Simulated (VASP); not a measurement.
# InP (F-43m) in VASP: single point with LDA

Aim: the single point of InP with LDA.

All numbers are computed with VASP 6.6.1; they aren't measurements. Logs are shortened: lines on timing, memory, paths and dates and some standing lists are left out, and cuts for length are marked.

**1. The cell of the first run**

The structure is cubic, space group F-43m (No. 216). Conventional cell: a = 5.827 Å, b = 5.827 Å, c = 5.827 Å, α = 90.00°, β = 90.00°, γ = 90.00°. Within 3.3 Å of In (site symmetry -43m) lie 4 P at 2.52 Å. P (site symmetry -43m) has 4 In at 2.52 Å within 3.3 Å.

**2. Single point, LDA**

Contents of INCAR:

```
SYSTEM = InP
PREC = Accurate
ENCUT = 500
EDIFF = 1E-6
ISMEAR = 0
SIGMA = 0.02
LREAL = .FALSE.
LASPH = .TRUE.
NELM = 120
ALGO = Normal
ISIF = 2
LWAVE = .FALSE.
LCHARG = .TRUE.
LELF = .TRUE.
LVHAR = .TRUE.
NBANDS = 16
GGA_COMPAT = .FALSE.
```

Contents of KPOINTS:

```
Automatic mesh
0
G
  10 10 10
  0 0 0
```

Contents of POSCAR:

```
InP
1.0
    0.0000000000      2.9134982441      2.9134982441
    2.9134982441      0.0000000000      2.9134982441
    2.9134982441      2.9134982441      0.0000000000
In P
1 1
Direct
    0.0000000000      0.0000000000      0.0000000000
    0.2500000000      0.2500000000      0.2500000000
```

Potentials or basis: VASP PAW LDA potentials, release 64 (In_d, P).

Run with:

```
> cat potpaw_LDA.64/In_d/POTCAR potpaw_LDA.64/P/POTCAR > POTCAR
> mpirun -np 1 vasp_std > vasp.out
```

OUTCAR:

```text
SYSTEM = InP
   PREC = Accurate
   ENCUT = 500
   EDIFF = 1E-6
   ISMEAR = 0
   LREAL = .FALSE.
   LASPH = .TRUE.
   NELM = 120
   ISIF = 2

 ion  position               nearest neighbor table
   1  0.000  0.000  0.000-   2 2.52   2 2.52   2 2.52   2 2.52
   2  0.250  0.250  0.250-   1 2.52   1 2.52   1 2.52   1 2.52

  LATTYP: Found a face centered cubic cell.
 ALAT       =     5.8269964882

  Lattice vectors:

 A1 = (   0.0000000000,   2.9134982441,   2.9134982441)
 A2 = (   2.9134982441,   0.0000000000,   2.9134982441)
 A3 = (   2.9134982441,   2.9134982441,   0.0000000000)

Analysis of symmetry for initial positions (statically):
=====================================================================
 Subroutine PRICEL returns:
 Original cell was already a primitive cell.

 Routine SETGRP: Setting up the symmetry group for a
 face centered cubic supercell.

 Subroutine GETGRP returns: Found 24 space group operations
 (whereof 24 operations were pure point group operations)
 out of a pool of 48 trial point group operations.

The static configuration has the point symmetry T_d .

Analysis of symmetry for dynamics (positions and initial velocities):
=====================================================================
 Subroutine PRICEL returns:
 Original cell was already a primitive cell.

 Routine SETGRP: Setting up the symmetry group for a
 face centered cubic supercell.

 Subroutine GETGRP returns: Found 24 space group operations
 (whereof 24 operations were pure point group operations)
 out of a pool of 48 trial point group operations.

The dynamic configuration has the point symmetry T_d .

 Subroutine INISYM returns: Found 24 space group operations
 (whereof 24 operations are pure point group operations),
 and found     1 'primitive' translations

----------------------------------------------------------------------------------------

                                     Primitive cell

  volume of cell :      49.4623

  direct lattice vectors                    reciprocal lattice vectors
     0.000000000  2.913498244  2.913498244    -0.171615000  0.171615000  0.171615000
     2.913498244  0.000000000  2.913498244     0.171615000 -0.171615000  0.171615000
     2.913498244  2.913498244  0.000000000     0.171615000  0.171615000 -0.171615000

  length of vectors
     4.120308731  4.120308731  4.120308731     0.297245899  0.297245899  0.297245899

  position of ions in fractional coordinates (direct lattice)
     0.000000000  0.000000000  0.000000000
     0.250000000  0.250000000  0.250000000

  ion indices of the primitive-cell ions
   primitive index   ion index
                 1           1
                 2           2

----------------------------------------------------------------------------------------

 KPOINTS: Automatic mesh

Automatic generation of k-mesh.
 Grid dimensions read from file:
 generate k-points for:   10   10   10

 Generating k-lattice:

  Cartesian coordinates                     Fractional coordinates (reciprocal lattice)
    -0.017161500  0.017161500  0.017161500     0.100000000  0.000000000  0.000000000
     0.017161500 -0.017161500  0.017161500     0.000000000  0.100000000  0.000000000
     0.017161500  0.017161500 -0.017161500     0.000000000  0.000000000  0.100000000

  Length of vectors
     0.029724590  0.029724590  0.029724590

  Shift w.r.t. Gamma in fractional coordinates (k-lattice)
     0.000000000  0.000000000  0.000000000

 Subroutine IBZKPT returns following result:
 ===========================================

 Found     47 irreducible k-points:

 Following reciprocal coordinates:
            Coordinates               Weight
  0.000000  0.000000  0.000000      1.000000
  0.100000  0.000000  0.000000      8.000000
  0.200000  0.000000  0.000000      8.000000
  0.300000  0.000000  0.000000      8.000000
  0.400000  0.000000  0.000000      8.000000
  0.500000  0.000000  0.000000      4.000000
[... 16 lines left out ...]
  0.300000  0.300000  0.000000      6.000000
  0.400000  0.300000  0.000000     24.000000
 [... further k-points ...]
   k-points           NKPTS =     47   k-points in BZ     NKDIM =     47   number of bands    NBANDS=     16
   number of dos      NEDOS =    301   number of ions     NIONS =      2
   total plane-waves  NPLWV =  27000
   dimension x,y,z NGX =    30 NGY =   30 NGZ =   30
   dimension x,y,z NGXF=    60 NGYF=   60 NGZF=   60
   ions per type =               1   1
   NGX,Y,Z   is equivalent  to a cutoff of  12.10, 12.10, 12.10 a.u.
   NGXF,Y,Z  is equivalent  to a cutoff of  24.21, 24.21, 24.21 a.u.
 SYSTEM =  InP
   PREC   = accura    normal or accurate (medium, high low for compatibility)
   ISTART =      0    job   : 0-new  1-cont  2-samecut
   ICHARG =      2    charge: 1-file 2-atom 10-const
   ISPIN  =      1    spin polarized calculation?
   LNONCOLLINEAR =      F non collinear calculations
   LSORBIT =      F    spin-orbit coupling
   LASPH  =      T    aspherical Exc in radial PAW
   ENCUT  =  500.0 eV  36.75 Ry    6.06 a.u.   7.51  7.51  7.51*2*pi/ulx,y,z
   NELM   =    120;   NELMIN=  2; NELMDL= -5     # of ELM steps
   EDIFF  = 0.1E-05   stopping-criterion for ELM
   LREAL  =      F    real-space projection
   EDIFFG = 0.1E-04   stopping-criterion for IOM
   NSW    =      0    number of steps for IOM
   IBRION =     -1    ionic relax: 0-MD 1-quasi-New 2-CG
   NFREE  =      0    steps in history (QN), initial steepest desc. (CG)
   ISIF   =      2    stress and relaxation
   ISYM   =      2    0-nonsym 1-usesym 2-fastsym
   POTIM  = 0.5000    time-step for ionic-motion
   TEBEG  =    0.0;   TEEND  =   0.0 temperature during run
   PSTRESS=    0.0 pullay stress
   NELECT =      18.0000    total number of electrons
   NUPDOWN=      -1.0000    fix difference up-down
   EMIN   =  10.00;   EMAX   =-10.00  energy-range for DOS
   EFERMI =   0.00;   METHOD = LEGACY
   ISMEAR =     0;   SIGMA  =   0.02  broadening in eV -4-tet -1-fermi 0-gaus
   EFERMI_NEDOS =   21; number of points for ismear=-14 and -15
   IALGO  =     38    algorithm
   IMIX   =      4    mixing-type and parameters
     AMIX     =   0.40;   BMIX     =  1.00
     AMIX_MAG =   1.60;   BMIX_MAG =  1.00
  volume/ion in A,a.u.               =      24.73       166.89
  Fermi-wavevector in a.u.,A,eV,Ry     =   1.168802  2.208715 18.586890  1.366098
  Thomas-Fermi vector in A             =   2.305284
   LORBIT       =      0    0 simple, 1 ext, 2 COOP (PROOUT), +10 PAW based schemes
   GGA     = CA    functional components
   LHFCALC =     F    Hartree Fock is set to
   AEXX    =    0.0000 exact exchange contribution
   IVDW    =     0    specifies the selected vdW correction
   LEPSILON=     F    determine dielectric tensor
   LRPA    =     F    only Hartree local field effects (RPA)
 non-spin polarized calculation
 Gauss-broadening in eV      SIGMA  =   0.02
  energy-cutoff  :      500.00
  volume of cell :       49.46
 maximum number of plane-waves:      1279
   NGX = 15   NGY = 15   NGZ = 15

 number of electron      18.0000011 magnetization

 Free energy of the ion-electron system (eV)
  ---------------------------------------------------
  ext. energy  EPLUGINS =         0.00000000
  ---------------------------------------------------
  free energy    TOTEN  =        -9.67415668 eV

  energy without entropy =       -9.67415668  energy(sigma->0) =       -9.67415668

 E-fermi :   5.3043     XC(G=0):  -9.6864

 val. band max:        5.2027890578   @ k =   0.0000   0.0000   0.0000
 cond. band min:       5.8084151971   @ k =   0.0000   0.0000   0.0000
 fundamental gap:      0.6056261393
 Fermi energy:         5.3043185620

 k-point     1 :       0.0000    0.0000    0.0000
  band No.  band energies     occupation
      1      -9.0210      2.00000
      2      -9.0210      2.00000
      3      -9.0210      2.00000
      4      -8.8570      2.00000
      5      -8.8570      2.00000
      6      -6.4640      2.00000
[... 8 lines left out ...]
     15      14.6821      0.00000
     16      14.6821      0.00000

 k-point     2 :       0.1000    0.0000    0.0000
  band No.  band energies     occupation
      1      -9.0345      2.00000
      2      -9.0157      2.00000
      3      -9.0157      2.00000
      4      -8.8571      2.00000
      5      -8.8571      2.00000
      6      -6.3450      2.00000
[... 8 lines left out ...]
     15      14.1452      0.00000
     16      14.1546      0.00000

 k-point     3 :       0.2000    0.0000    0.0000
  band No.  band energies     occupation
      1      -9.0682      2.00000
      2      -9.0030      2.00000
      3      -9.0030      2.00000
      4      -8.8560      2.00000
      5      -8.8560      2.00000
      6      -6.0023      2.00000
[... 8 lines left out ...]
     15      13.7036      0.00000
     16      14.3831      0.00000

 k-point     4 :       0.3000    0.0000    0.0000
  band No.  band energies     occupation
      1      -9.1074      2.00000
      2      -8.9898      2.00000
      3      -8.9898      2.00000
      4      -8.8518      2.00000
      5      -8.8518      2.00000
      6      -5.4867      2.00000
[... 8 lines left out ...]
     15      13.9961      0.00000
     16      13.9961      0.00000

 k-point     5 :       0.4000    0.0000    0.0000
  band No.  band energies     occupation
      1      -9.1375      2.00000
      2      -8.9817      2.00000
      3      -8.9817      2.00000
      4      -8.8457      2.00000
      5      -8.8457      2.00000
      6      -4.9301      2.00000
[... 8 lines left out ...]
     15      14.9788      0.00000
     16      14.9788      0.00000

 k-point     6 :       0.5000    0.0000    0.0000
  band No.  band energies     occupation
      1      -9.1487      2.00000
      2      -8.9793      2.00000
      3      -8.9793      2.00000
      4      -8.8426      2.00000
      5      -8.8426      2.00000
      6      -4.6520      2.00000
[... 8 lines left out ...]
     15      15.8468      0.00000
     16      15.8468      0.00000

 k-point     7 :       0.1000    0.1000    0.0000
  band No.  band energies     occupation
      1      -9.0444      2.00000
      2      -9.0108      2.00000
      3      -9.0108      2.00000
      4      -8.8613      2.00000
      5      -8.8534      2.00000
      6      -6.3056      2.00000
[... 8 lines left out ...]
     15      14.4113      0.00000
     16      14.7723      0.00000

 k-point     8 :       0.2000    0.1000    0.0000
  band No.  band energies     occupation
      1      -9.0722      2.00000
      2      -9.0001      2.00000
      3      -8.9977      2.00000
      4      -8.8649      2.00000
      5      -8.8498      2.00000
      6      -6.0380      2.00000
[... 8 lines left out ...]
     15      14.5337      0.00000
     16      15.1854      0.00000

 k-point     9 :       0.3000    0.1000    0.0000
  band No.  band energies     occupation
      1      -9.1061      2.00000
      2      -8.9889      2.00000
      3      -8.9836      2.00000
      4      -8.8646      2.00000
      5      -8.8454      2.00000
      6      -5.5775      2.00000
[... 8 lines left out ...]
     15      14.6214      0.00000
     16      14.8698      0.00000
[... 172 lines left out ...]
 k-point    19 :       0.5000    0.2000    0.0000
  band No.  band energies     occupation
      1      -9.1616      2.00000
      2      -8.9654      2.00000
      3      -8.9524      2.00000
      4      -8.8690      2.00000
      5      -8.8374      2.00000
      6      -4.4790      2.00000
[... 8 lines left out ...]
     15      15.9317      0.00000
     16      16.4945      0.00000

 k-point    20 :      -0.4000    0.2000    0.0000
  band No.  band energies     occupation
      1      -9.1583      2.00000
      2      -8.9688      2.00000
      3      -8.9553      2.00000
      4      -8.8586      2.00000
      5      -8.8462      2.00000
      6      -4.3976      2.00000
[... 8 lines left out ...]
     15      14.6520      0.00000
     16      16.2580      0.00000

 k-point    21 :      -0.3000    0.2000    0.0000
  band No.  band energies     occupation
      1      -9.1424      2.00000
      2      -8.9731      2.00000
      3      -8.9651      2.00000
      4      -8.8570      2.00000
      5      -8.8511      2.00000
      6      -4.7855      2.00000
[... 8 lines left out ...]
     15      15.3840      0.00000
     16      16.5891      0.00000

 k-point    22 :      -0.2000    0.2000    0.0000
  band No.  band energies     occupation
      1      -9.1179      2.00000
      2      -8.9809      2.00000
      3      -8.9796      2.00000
      4      -8.8625      2.00000
      5      -8.8484      2.00000
      6      -5.3129      2.00000
[... 8 lines left out ...]
     15      15.4120      0.00000
     16      16.4462      0.00000

 k-point    23 :       0.3000    0.3000    0.0000
  band No.  band energies     occupation
      1      -9.1589      2.00000
      2      -8.9486      2.00000
      3      -8.9486      2.00000
      4      -8.8922      2.00000
      5      -8.8322      2.00000
      6      -5.1635      2.00000
[... 8 lines left out ...]
     15      15.4173      0.00000
     16      18.0395      0.00000

 k-point    24 :       0.4000    0.3000    0.0000
  band No.  band energies     occupation
      1      -9.1794      2.00000
      2      -8.9389      2.00000
      3      -8.9351      2.00000
      4      -8.8962      2.00000
      5      -8.8283      2.00000
      6      -4.7221      2.00000
[... 8 lines left out ...]
     15      15.8383      0.00000
     16      17.9069      0.00000

 [... further k-points ...]

------------------------ aborting loop because EDIFF is reached ----------------------------------------

  FORCE on cell =-STRESS in cart. coord.  units (eV):
  Direction    XX          YY          ZZ          XY          YZ          ZX
  --------------------------------------------------------------------------------------
  -------------------------------------------------------------------------------------
  Total        0.0042252      0.0042252      0.0042252      0.0000000      0.0000000     -0.0000000
  in kB        0.1368638      0.1368638      0.1368638      0.0000000      0.0000000     -0.0000000
  external PRESSURE =       0.1368638 kB  Pullay stress =       0.0000000 kB

 VOLUME and BASIS-vectors are now :
 -----------------------------------------------------------------------------
  energy-cutoff  :      500.00
  volume of cell :       49.46
      direct lattice vectors                 reciprocal lattice vectors
     0.000000000  2.913498244  2.913498244    -0.171615000  0.171615000  0.171615000
     2.913498244  0.000000000  2.913498244     0.171615000 -0.171615000  0.171615000
     2.913498244  2.913498244  0.000000000     0.171615000  0.171615000 -0.171615000

 POSITION                                       TOTAL-FORCE (eV/Angst)
 -----------------------------------------------------------------------------------
      0.00000      0.00000      0.00000         0.000000      0.000000      0.000000
      1.45675      1.45675      1.45675        -0.000000     -0.000000     -0.000000
 -----------------------------------------------------------------------------------
    total drift:                               -0.000000     -0.000000     -0.000000

  FREE ENERGIE OF THE ION-ELECTRON SYSTEM (eV)
  ---------------------------------------------------
  free  energy   TOTEN  =        -9.6741566797 eV

  energy  without entropy=       -9.6741566797  energy(sigma->0) =       -9.67415668
```

Wall time 50 s (1 thread of AMD EPYC 7R43 (Zen 3), shared host); peak memory 0.13 GiB.

Results:

```
Free energy            : -9.6742 eV
Pressure               : 0.0 GPa
Band gap on the k mesh : 0.61 eV
```

Caveat: spin-orbit coupling is left out, which moves the levels of the heavy elements.
